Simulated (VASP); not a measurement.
# Ta3S4Br (Pm-3m) in VASP: relaxation of cell and atoms with PBE

Aim: the relaxation of cell and atoms of Ta3S4Br with PBE.

Everything below comes from runs of VASP 6.6.1. Logs are shortened: lines on timing, memory, paths and dates and some standing lists are left out, and cuts for length are marked.

## 1. The cell of the first run

Symmetry: Pm-3m, No. 221, cubic system. The conventional cell has a = 5.263 Å, b = 5.263 Å, c = 5.263 Å, α = 90.00°, β = 90.00°, γ = 90.00°. Ta (site symmetry 4/mmm) has 6 S at 2.63 Å within 3.5 Å. S (site symmetry 4/mmm) has 4 Ta at 2.63 Å and 2 Br at 2.63 Å within 3.5 Å. S (site symmetry m-3m) has 6 Ta at 2.63 Å within 3.5 Å. Br (site symmetry m-3m) has 6 S at 2.63 Å within 3.5 Å.

The cell was built from a structure type or drawn by symmetry, and may not be a known phase.

## 2. Relaxation of cell and atoms, PBE

INCAR reads:

```
SYSTEM = Ta3S4Br
PREC     = Accurate       ! precision mode
ENCUT    = 600            ! plane-wave cutoff, eV
EDIFF    = 1E-6           ! SCF threshold, eV
ISMEAR   = 0              ! smearing method
SIGMA    = 0.1            ! smearing width, eV
LREAL    = .False.        ! projectors in reciprocal space
LASPH    = .True.         ! aspherical terms in the spheres
NELM     = 80             ! most SCF steps
ALGO     = Normal         ! electronic algorithm
ISIF     = 3              ! what is computed and relaxed
LWAVE    = .False.        ! write WAVECAR
LCHARG   = .False.        ! write CHGCAR
GGA      = PE             ! functional
IBRION   = 2              ! ionic algorithm
NSW      = 90             ! ionic steps
EDIFFG   = -0.04          ! ionic threshold
```

KPOINTS reads:

```
regular mesh
0
Gamma
  4 4 4
  0 0 0
```

POSCAR reads:

```
Ta3S4Br
1.0
    5.2633743200      0.0000000000      0.0000000000
    0.0000000000      5.2633743200      0.0000000000
    0.0000000000      0.0000000000      5.2633743200
Ta S Br
3 4 1
Direct
    0.0000000000      0.5000000000      0.5000000000
    0.5000000000      0.0000000000      0.5000000000
    0.5000000000      0.5000000000      0.0000000000
    0.5000000000      0.0000000000      0.0000000000
    0.5000000000      0.5000000000      0.5000000000
    0.0000000000      0.0000000000      0.5000000000
    0.0000000000      0.5000000000      0.0000000000
    0.0000000000      0.0000000000      0.0000000000
```

Potentials or basis: VASP PAW PBE potentials, release 64 (Ta_pv, S, Br).

On the command line:

```bash
cat potpaw_PBE.64/Ta_pv/POTCAR potpaw_PBE.64/S/POTCAR potpaw_PBE.64/Br/POTCAR > POTCAR
mpirun -np 1 vasp_std > vasp.out
```

OUTCAR:

```text
SYSTEM = Ta3S4Br
   PREC = Accurate
   ENCUT = 600
   EDIFF = 1E-6
   ISMEAR = 0
   LREAL = .False.
   LASPH = .True.
   NELM = 80
   ISIF = 3
   GGA = PE
   IBRION = 2
   NSW = 90
   EDIFFG = -0.04

 ion  position               nearest neighbor table
   1  0.000  0.500  0.500-   5 2.63   6 2.63   7 2.63   7 2.63   6 2.63   5 2.63
   2  0.500  0.000  0.500-   4 2.63   5 2.63   6 2.63   4 2.63   5 2.63   6 2.63
   3  0.500  0.500  0.000-   4 2.63   5 2.63   7 2.63   5 2.63   4 2.63   7 2.63
   4  0.500  0.000  0.000-   2 2.63   3 2.63   8 2.63   2 2.63   3 2.63   8 2.63
   5  0.500  0.500  0.500-   1 2.63   2 2.63   3 2.63   3 2.63   2 2.63   1 2.63
   6  0.000  0.000  0.500-   1 2.63   2 2.63   8 2.63   8 2.63   1 2.63   2 2.63
   7  0.000  0.500  0.000-   1 2.63   3 2.63   8 2.63   1 2.63   8 2.63   3 2.63
   8  0.000  0.000  0.000-   4 2.63   6 2.63   7 2.63   6 2.63   7 2.63   4 2.63

  LATTYP: Found a simple cubic cell.
 ALAT       =     5.2633743200

  Lattice vectors:

 A1 = (   5.2633743200,   0.0000000000,   0.0000000000)
 A2 = (   0.0000000000,   5.2633743200,   0.0000000000)
 A3 = (   0.0000000000,   0.0000000000,   5.2633743200)

Analysis of symmetry for initial positions (statically):
=====================================================================
 Subroutine PRICEL returns:
 Original cell was already a primitive cell.

 Routine SETGRP: Setting up the symmetry group for a
 simple cubic supercell.

 Subroutine GETGRP returns: Found 48 space group operations
 (whereof 48 operations were pure point group operations)
 out of a pool of 48 trial point group operations.

The static configuration has the point symmetry O_h .

Analysis of symmetry for dynamics (positions and initial velocities):
=====================================================================
 Subroutine PRICEL returns:
 Original cell was already a primitive cell.

 Routine SETGRP: Setting up the symmetry group for a
 simple cubic supercell.

 Subroutine GETGRP returns: Found 48 space group operations
 (whereof 48 operations were pure point group operations)
 out of a pool of 48 trial point group operations.

The dynamic configuration has the point symmetry O_h .

 Subroutine INISYM returns: Found 48 space group operations
 (whereof 48 operations are pure point group operations),
 and found     1 'primitive' translations

----------------------------------------------------------------------------------------

                                     Primitive cell

  volume of cell :     145.8118

  direct lattice vectors                    reciprocal lattice vectors
     5.263374320  0.000000000  0.000000000     0.189992187  0.000000000  0.000000000
     0.000000000  5.263374320  0.000000000     0.000000000  0.189992187  0.000000000
     0.000000000  0.000000000  5.263374320     0.000000000  0.000000000  0.189992187

  length of vectors
     5.263374320  5.263374320  5.263374320     0.189992187  0.189992187  0.189992187

  position of ions in fractional coordinates (direct lattice)
     0.000000000  0.500000000  0.500000000
     0.500000000  0.000000000  0.500000000
     0.500000000  0.500000000  0.000000000
     0.500000000  0.000000000  0.000000000
     0.500000000  0.500000000  0.500000000
     0.000000000  0.000000000  0.500000000
     0.000000000  0.500000000  0.000000000
     0.000000000  0.000000000  0.000000000

  ion indices of the primitive-cell ions
   primitive index   ion index
                 1           1
                 2           2
                 3           3
                 4           4
                 5           5
                 6           6
                 7           7
                 8           8

----------------------------------------------------------------------------------------

 KPOINTS: regular mesh

Automatic generation of k-mesh.
 Grid dimensions read from file:
 generate k-points for:    4    4    4

 Generating k-lattice:

  Cartesian coordinates                     Fractional coordinates (reciprocal lattice)
     0.047498047  0.000000000  0.000000000     0.250000000  0.000000000  0.000000000
     0.000000000  0.047498047  0.000000000     0.000000000  0.250000000  0.000000000
     0.000000000  0.000000000  0.047498047     0.000000000  0.000000000  0.250000000

  Length of vectors
     0.047498047  0.047498047  0.047498047

  Shift w.r.t. Gamma in fractional coordinates (k-lattice)
     0.000000000  0.000000000  0.000000000

 Subroutine IBZKPT returns following result:
 ===========================================

 Found     10 irreducible k-points:

 Following reciprocal coordinates:
            Coordinates               Weight
  0.000000  0.000000  0.000000      1.000000
  0.250000  0.000000  0.000000      6.000000
  0.500000  0.000000  0.000000      3.000000
  0.250000  0.250000  0.000000     12.000000
  0.500000  0.250000  0.000000     12.000000
  0.500000  0.500000  0.000000      3.000000
  0.250000  0.250000  0.250000      8.000000
  0.500000  0.250000  0.250000     12.000000
  0.500000  0.500000  0.250000      6.000000
  0.500000  0.500000  0.500000      1.000000
   k-points           NKPTS =     10   k-points in BZ     NKDIM =     10   number of bands    NBANDS=     38
   number of dos      NEDOS =    301   number of ions     NIONS =      8
   total plane-waves  NPLWV =  74088
   dimension x,y,z NGX =    42 NGY =   42 NGZ =   42
   dimension x,y,z NGXF=    84 NGYF=   84 NGZF=   84
   ions per type =               3   4   1
   NGX,Y,Z   is equivalent  to a cutoff of  13.27, 13.27, 13.27 a.u.
   NGXF,Y,Z  is equivalent  to a cutoff of  26.53, 26.53, 26.53 a.u.
 SYSTEM =  Ta3S4Br
   PREC   = accura    normal or accurate (medium, high low for compatibility)
   ISTART =      0    job   : 0-new  1-cont  2-samecut
   ICHARG =      2    charge: 1-file 2-atom 10-const
   ISPIN  =      1    spin polarized calculation?
   LNONCOLLINEAR =      F non collinear calculations
   LSORBIT =      F    spin-orbit coupling
   LASPH  =      T    aspherical Exc in radial PAW
   ENCUT  =  600.0 eV  44.10 Ry    6.64 a.u.  10.51 10.51 10.51*2*pi/ulx,y,z
   NELM   =     80;   NELMIN=  2; NELMDL= -5     # of ELM steps
   EDIFF  = 0.1E-05   stopping-criterion for ELM
   LREAL  =      F    real-space projection
   EDIFFG = -.4E-01   stopping-criterion for IOM
   NSW    =     90    number of steps for IOM
   IBRION =      2    ionic relax: 0-MD 1-quasi-New 2-CG
   NFREE  =      1    steps in history (QN), initial steepest desc. (CG)
   ISIF   =      3    stress and relaxation
   ISYM   =      2    0-nonsym 1-usesym 2-fastsym
   POTIM  = 0.5000    time-step for ionic-motion
   TEBEG  =    0.0;   TEEND  =   0.0 temperature during run
   PSTRESS=    0.0 pullay stress
   NELECT =      64.0000    total number of electrons
   NUPDOWN=      -1.0000    fix difference up-down
   EMIN   =  10.00;   EMAX   =-10.00  energy-range for DOS
   EFERMI =   0.00;   METHOD = LEGACY
   ISMEAR =     0;   SIGMA  =   0.10  broadening in eV -4-tet -1-fermi 0-gaus
   EFERMI_NEDOS =   21; number of points for ismear=-14 and -15
   IALGO  =     38    algorithm
   IMIX   =      4    mixing-type and parameters
     AMIX     =   0.40;   BMIX     =  1.00
     AMIX_MAG =   1.60;   BMIX_MAG =  1.00
  volume/ion in A,a.u.               =      18.23       123.00
  Fermi-wavevector in a.u.,A,eV,Ry     =   1.244144  2.351091 21.060372  1.547894
  Thomas-Fermi vector in A             =   2.378423
   LORBIT       =      0    0 simple, 1 ext, 2 COOP (PROOUT), +10 PAW based schemes
   GGA     = PE    functional components
   LHFCALC =     F    Hartree Fock is set to
   AEXX    =    0.0000 exact exchange contribution
   IVDW    =     0    specifies the selected vdW correction
   LEPSILON=     F    determine dielectric tensor
   LRPA    =     F    only Hartree local field effects (RPA)
 conjugate gradient relaxation of ions
 non-spin polarized calculation
 Gauss-broadening in eV      SIGMA  =   0.10
  energy-cutoff  :      600.00
  volume of cell :      145.81
 maximum number of plane-waves:      4945
   NGX = 21   NGY = 21   NGZ = 21

--------------------------------------- Ionic step        1  -------------------------------------------

 number of electron      63.9999989 magnetization

 Free energy of the ion-electron system (eV)
  ---------------------------------------------------
  ext. energy  EPLUGINS =         0.00000000
  ---------------------------------------------------
  free energy    TOTEN  =       -51.49367555 eV

  energy without entropy =      -51.46528069  energy(sigma->0) =      -51.47947812

------------------------ aborting loop because EDIFF is reached ----------------------------------------

  FORCE on cell =-STRESS in cart. coord.  units (eV):
  Direction    XX          YY          ZZ          XY          YZ          ZX
  --------------------------------------------------------------------------------------
  -------------------------------------------------------------------------------------
  Total       -6.1881016     -6.1881016     -6.1881016      0.0000000      0.0000000     -0.0000000
  in kB      -67.9947293    -67.9947293    -67.9947293      0.0000000      0.0000000     -0.0000000
  external PRESSURE =     -67.9947293 kB  Pullay stress =       0.0000000 kB
[... 69 lines left out ...]
  energy  without entropy=      -51.5161454416  energy(sigma->0) =      -51.52333886

--------------------------------------- Ionic step        3  -------------------------------------------

 number of electron      64.0000015 magnetization

 Free energy of the ion-electron system (eV)
  ---------------------------------------------------
  ext. energy  EPLUGINS =         0.00000000
  ---------------------------------------------------
  free energy    TOTEN  =       -51.69018480 eV

  energy without entropy =      -51.67041456  energy(sigma->0) =      -51.68029968

 E-fermi :   8.0648     XC(G=0): -11.5401

 val. band max:        7.9957953508   @ k =   0.5000   0.5000   0.0000
 cond. band min:       8.0700468514   @ k =   0.0000   0.0000   0.0000
 fundamental gap:      0.0742515006
 Fermi energy:         8.0647550922

 k-point     1 :       0.0000    0.0000    0.0000
  band No.  band energies     occupation
      1     -27.8257      2.00000
      2     -27.8257      2.00000
      3     -27.8257      2.00000
      4     -27.6063      2.00000
      5     -27.6063      2.00000
      6     -27.6063      2.00000
[... 434 lines left out ...]
  FREE ENERGIE OF THE ION-ELECTRON SYSTEM (eV)
  ---------------------------------------------------
  free  energy   TOTEN  =       -51.6901847996 eV

  energy  without entropy=      -51.6704145551  energy(sigma->0) =      -51.68029968

 reached required accuracy - stopping structural energy minimisation
```

It took 96 s on 1 thread of Intel Xeon 6975P-C (Granite Rapids), shared host; peak memory 0.3 GiB.

Results:

| Item | Value |
| --- | --- |
| Free energy | -51.6902 eV |
| Relaxed volume | 17.15 Å³/atom |
| Relaxed cell | a = 5.157 Å, b = 5.157 Å, c = 5.157 Å, α = 90.00°, β = 90.00°, γ = 90.00° |
| Space group after relaxing (to 0.1 Å) | Pm-3m (No. 221) |
| Energy gained by relaxing | 24.6 meV/atom |
| Ionic steps | 3 |
| Pressure after relaxing | -0.1 GPa |
| Band gap on the k mesh | zero (bands 32 and 33 overlap by 1.74 eV) |

The path:
```
step  energy change (eV)  largest force (eV/Å)  pressure (GPa)  volume (Å³)
   1              0.0000                0.0000           -6.80       145.81
   2             -0.0369                0.0000            7.66       130.09
   3             -0.1965                0.0000           -0.05       137.17
```

Final structure:
```
Ta S Br
1.0
     5.15727    0.00000    0.00000
     0.00000    5.15727    0.00000
     0.00000    0.00000    5.15727
Ta S Br
3 4 1
Direct
  0.00000 0.50000 0.50000
  0.50000 0.00000 0.50000
  0.50000 0.50000 0.00000
  0.50000 0.00000 0.00000
  0.50000 0.50000 0.50000
  0.00000 0.00000 0.50000
  0.00000 0.50000 0.00000
  0.00000 0.00000 0.00000
```

Caveat: spin-orbit coupling is left out, which moves the levels of the heavy elements.
